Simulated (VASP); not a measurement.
# Hg (P6/mmm) in VASP: notebook, part 2 of 2

VASP 6.6.1.

## 3. Single point, r2SCAN (28.08 Å³/atom)

This run uses another cell than the first one, of 28.08 Å³/atom.

POSCAR

```
Hg
1.0
    5.4992658574      0.0000000000      0.0000000000
   -2.7496329287      4.7625039347      0.0000000000
    0.0000000000      0.0000000000      3.2161936416
Hg
3
Direct
    1.0000000000      1.0000000000      0.0000000000
    0.3333333333      0.6666666667      0.5000000000
    0.6666666667      0.3333333333      0.5000000000
```

INCAR.step1

```
PREC = Accurate
ENCUT = 520
ISMEAR = -1
SIGMA = 0.1
LREAL = F
LASPH = T
NELM = 80
NBANDS = 25
GGA = PE
ALGO = Normal
EDIFF = 1E-4
LWAVE = T
LCHARG = F
```

INCAR.step2

```
PREC = Accurate
ENCUT = 520
EDIFF = 1E-6
ISMEAR = -1
SIGMA = 0.1
LREAL = F
LASPH = T
NELM = 80
ALGO = Normal
ISIF = 2
LWAVE = F
LCHARG = T
METAGGA = R2SCAN
LMIXTAU = T
LELF = T
LVHAR = T
NBANDS = 25
ISTART = 1
```

KPOINTS

```
Automatic mesh
0
Gamma
  8 8 11
```

Potentials or basis: VASP PAW PBE potentials, release 64 (Hg).

The run is started by

```console
$ cat potpaw_PBE.64/Hg/POTCAR > POTCAR
$ cp INCAR.step1 INCAR
$ mpirun -np 1 vasp_std > vasp.out
$ cp INCAR.step2 INCAR
$ mpirun -np 1 vasp_std > vasp.out
```

OUTCAR:

```text
PREC = Accurate
   ENCUT = 520
   EDIFF = 1E-6
   ISMEAR = -1
   LREAL = F
   LASPH = T
   NELM = 80
   ISIF = 2
   METAGGA = R2SCAN
   ISTART = 1

 ion  position               nearest neighbor table
   1  0.000  0.000  0.000-   2 3.56   3 3.56   2 3.56   3 3.56   3 3.56   3 3.56   2 3.56   2 3.56
                             3 3.56   3 3.56   2 3.56   2 3.56
   2  0.333  0.667  0.500-   3 3.18   3 3.18   3 3.18   1 3.56   1 3.56   1 3.56   1 3.56   1 3.56
                             1 3.56
   3  0.667  0.333  0.500-   2 3.18   2 3.18   2 3.18   1 3.56   1 3.56   1 3.56   1 3.56   1 3.56
                             1 3.56

  LATTYP: Found a hexagonal cell.
 ALAT       =     5.4992658574
 C/A-ratio  =     0.5848405451

  Lattice vectors:

 A1 = (   5.4992658574,   0.0000000000,   0.0000000000)
 A2 = (  -2.7496329287,   4.7625039347,   0.0000000000)
 A3 = (   0.0000000000,   0.0000000000,   3.2161936416)

Analysis of symmetry for initial positions (statically):
=====================================================================
 Subroutine PRICEL returns:
 Original cell was already a primitive cell.

 Routine SETGRP: Setting up the symmetry group for a
 hexagonal supercell.

 Subroutine GETGRP returns: Found 24 space group operations
 (whereof 24 operations were pure point group operations)
 out of a pool of 24 trial point group operations.

The static configuration has the point symmetry D_6h.

Analysis of symmetry for dynamics (positions and initial velocities):
=====================================================================
 Subroutine PRICEL returns:
 Original cell was already a primitive cell.

 Routine SETGRP: Setting up the symmetry group for a
 hexagonal supercell.

 Subroutine GETGRP returns: Found 24 space group operations
 (whereof 24 operations were pure point group operations)
 out of a pool of 24 trial point group operations.

The dynamic configuration has the point symmetry D_6h.
[... 117 lines left out ...]
   EFERMI_NEDOS =   21; number of points for ismear=-14 and -15
   IALGO  =     38    algorithm
   IMIX   =      4    mixing-type and parameters
     AMIX     =   0.40;   BMIX     =  1.00
     AMIX_MAG =   1.60;   BMIX_MAG =  1.00
  volume/ion in A,a.u.               =      28.08       189.48
  Fermi-wavevector in a.u.,A,eV,Ry     =   1.233147  2.330310 20.689726  1.520652
  Thomas-Fermi vector in A             =   2.367889
   LORBIT       =      0    0 simple, 1 ext, 2 COOP (PROOUT), +10 PAW based schemes
   METAGGA = R2SCAN    functional components
   LHFCALC =     F    Hartree Fock is set to
   AEXX    =    0.0000 exact exchange contribution
   IVDW    =     0    specifies the selected vdW correction
   LEPSILON=     F    determine dielectric tensor
   LRPA    =     F    only Hartree local field effects (RPA)
 non-spin polarized calculation
  energy-cutoff  :      520.00
  volume of cell :       84.23
 maximum number of plane-waves:      2298
 NGX is ok and might be reduce to    42
   NGX = 21   NGY = 21   NGZ = 11

 number of electron      36.0000011 magnetization

 Free energy of the ion-electron system (eV)
  ---------------------------------------------------
  ext. energy  EPLUGINS =         0.00000000
  ---------------------------------------------------
  free energy    TOTEN  =      -148.09678574 eV

  energy without entropy =     -148.08243627  energy(sigma->0) =     -148.08961100

 E-fermi :   1.5124     XC(G=0): -10.4350

 val. band max:        1.4957073741   @ k =   0.2500   0.0000   0.0000
 cond. band min:       1.5210133537   @ k =   0.1250   0.0000   0.3636
 fundamental gap:      0.0253059796
 Fermi energy:         1.5123835747

 k-point     1 :       0.0000    0.0000    0.0000
  band No.  band energies     occupation
      1      -6.5742      2.00000
      2      -6.2506      2.00000
      3      -5.8705      2.00000
      4      -5.7180      2.00000
      5      -5.5300      2.00000
      6      -5.5300      2.00000
[... 661 lines left out ...]
     24       9.9451      0.00000
     25      10.5094      0.00000

 [... further k-points ...]

------------------------ aborting loop because EDIFF is reached ----------------------------------------

  FORCE on cell =-STRESS in cart. coord.  units (eV):
  Direction    XX          YY          ZZ          XY          YZ          ZX
  --------------------------------------------------------------------------------------
  -------------------------------------------------------------------------------------
  Total       -0.2863682     -0.2863682     -0.2169639      0.0000000      0.0000000      0.0000000
  in kB       -5.4469471     -5.4469471     -4.1268217      0.0000000      0.0000000      0.0000000
  external PRESSURE =      -5.0069053 kB  Pullay stress =       0.0000000 kB

 VOLUME and BASIS-vectors are now :
 -----------------------------------------------------------------------------
  energy-cutoff  :      520.00
  volume of cell :       84.23
      direct lattice vectors                 reciprocal lattice vectors
     5.499265857  0.000000000  0.000000000     0.181842454  0.104986790  0.000000000
    -2.749632929  4.762503935  0.000000000     0.000000000  0.209973580  0.000000000
     0.000000000  0.000000000  3.216193642     0.000000000  0.000000000  0.310926552

 POSITION                                       TOTAL-FORCE (eV/Angst)
 -----------------------------------------------------------------------------------
      0.00000      0.00000      0.00000         0.000000      0.000000      0.000000
     -0.00000      3.17500      1.60810        -0.000000      0.000000      0.000000
      2.74963      1.58750      1.60810         0.000000     -0.000000      0.000000
 -----------------------------------------------------------------------------------
    total drift:                               -0.000000      0.000000     -0.000000

  FREE ENERGIE OF THE ION-ELECTRON SYSTEM (eV)
  ---------------------------------------------------
  free  energy   TOTEN  =      -148.0967857357 eV

  energy  without entropy=     -148.0824362666  energy(sigma->0) =     -148.08961100
```

OUTCAR.step1:

```text
PREC = Accurate
   ENCUT = 520
   ISMEAR = -1
   LREAL = F
   LASPH = T
[... 900 lines left out ...]
      0.00000      0.00000      0.00000        -0.000000     -0.000000      0.000000
     -0.00000      3.17500      1.60810         0.000000      0.000000      0.000000
      2.74963      1.58750      1.60810        -0.000000     -0.000000      0.000000
 -----------------------------------------------------------------------------------
    total drift:                               -0.000000      0.000000     -0.000000

  FREE ENERGIE OF THE ION-ELECTRON SYSTEM (eV)
  ---------------------------------------------------
  free  energy   TOTEN  =        -0.5431498462 eV

  energy  without entropy=       -0.5272554102  energy(sigma->0) =       -0.53520263
```

OSZICAR.step1:

```text
N       E                     dE             d eps       ncg     rms          rms(c)
DAV:   1     0.284254654579E+03    0.28425E+03   -0.18190E+04  3016   0.136E+03
DAV:   2     0.750742112720E+01   -0.27675E+03   -0.26104E+03  3049   0.354E+02
DAV:   3    -0.572906473527E+00   -0.80803E+01   -0.80409E+01  3560   0.664E+01
DAV:   4    -0.594889829925E+00   -0.21983E-01   -0.21964E-01  3192   0.311E+00
DAV:   5    -0.594928727745E+00   -0.38898E-04   -0.38896E-04  3299   0.133E-01    0.373E+00
DAV:   6    -0.544783091537E+00    0.50146E-01   -0.13785E-01  3255   0.352E+00    0.293E+00
DAV:   7    -0.542679860806E+00    0.21032E-02   -0.26609E-02  3203   0.124E+00    0.130E+00
DAV:   8    -0.543115174101E+00   -0.43531E-03   -0.34959E-03  3114   0.579E-01    0.891E-02
DAV:   9    -0.543149846172E+00   -0.34672E-04   -0.84694E-05  1831   0.855E-02
   1 F= -.54314985E+00 E0= -.53520263E+00  d E =-.158944E-01
```

Run time: 9.4 min. Hardware: 1 thread of Oxide Virtual Turin-like, shared host; peak memory 0.23 GiB.

Results:

| Item | Value |
| --- | --- |
| Free energy | -148.0968 eV |
| Pressure | -0.5 GPa |
| Band gap on the k mesh | zero (bands 18 and 19 overlap by 2.31 eV) |

Caveat: the PAW data sets were made with another functional, which shifts forces and pressure a little; spin-orbit coupling is left out, which moves the levels of the heavy elements.

The gap in the log of VASP goes by the Fermi energy; the results here count the filled bands.